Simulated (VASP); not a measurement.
Runs of VASP 6.6.1 on SbPb. The structure is that of space group Fm-3m (No. 225), or close to it. The cells are those of the table. 

```csv
cell,gap on the mesh (eV),pressure (GPa)
"a = 4.307 Å, angles 60.0°, 2 atoms",none,3.5
"a = 4.248, b = 4.248, c = 4.304 Å, angles 59.6, 59.6, 60.9°, 2 atoms",none,5.8
"a = 4.347 Å, angles 60.0°, 2 atoms",none,1.6
"a = 4.286, b = 4.286, c = 4.228 Å, angles 60.4, 60.4, 59.1°, 2 atoms",none,5.8
"a = 4.500 Å, angles 60.0°, 2 atoms",none,(b)
"a = 4.425 Å, angles 60.0°, 2 atoms",none,(a)
"a = 4.266 Å, angles 60.0°, 2 atoms",none,5.7
"a = 4.463 Å, angles 60.0°, 2 atoms",none,-2.5
```

Alike in all rows: task single point; level LDA; potentials or basis VASP PAW LDA potentials, release 64 (Sb, Pb_d); no spin polarisation; k mesh 14 × 14 × 14; cutoff (eV) 520; smearing gaussian 0.15 eV.

Question: Fill in the values left out.

Answer: (a) -1.3; (b) -3.5.

Caveats: spin-orbit coupling is left out, which moves the levels of the heavy elements.

A k mesh can miss the band edges, and the runs leave out spin-orbit coupling on Pb, Sb.

A gap of «none» marks levels without a gap at the run's occupations.
